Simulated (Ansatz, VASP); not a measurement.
## One calculation of P, two programs

```xyz
4
Lattice="1.2321 -2.1286 0.0004 -4.1896 -2.4246 -0.0001 0.0015 0.0006 -4.9184" Properties=species:S:1:pos:R:3 pbc="T T T"
P     0.3088   -0.5319   -3.6885
P     0.3080   -0.5323   -1.2297
P    -1.7854   -1.7437   -3.6880
P    -1.7860   -1.7440   -1.2304
```

Change from the starting cell: cell x4, atoms moved at random (sigma 0.1 Å) and cell strained at random (1.5 %), then relaxed without symmetry.

Alike in both runs: functional PBE; k mesh 8 × 6 × 4; occupations gaussian, width 0.2 eV; no spin polarisation.

Ansatz relaxed the structure, and its values are those at the end. VASP's run is a single point on that final structure, the one shown.

```csv
,VASP,Ansatz
version,VASP 6.6.1,Ansatz 0.2.0
potentials or method,"VASP PAW PBE potentials, release 64 (P), cutoff 520 eV","scalar-relativistic, plane waves, PAW"
valence electrons in the cell,20,20
```

|  | VASP | Ansatz | Ansatz less VASP |
| --- | --- | --- | --- |
| gap on the k mesh at the Fermi level (eV) | none | none | - |
| pressure (GPa) | -0.2 | 0.1 | +0.27 |

A gap of «none» marks a metal or a gap that the smearing closes. With one functional, cell and mesh, what is left measures potentials, basis and numerics.
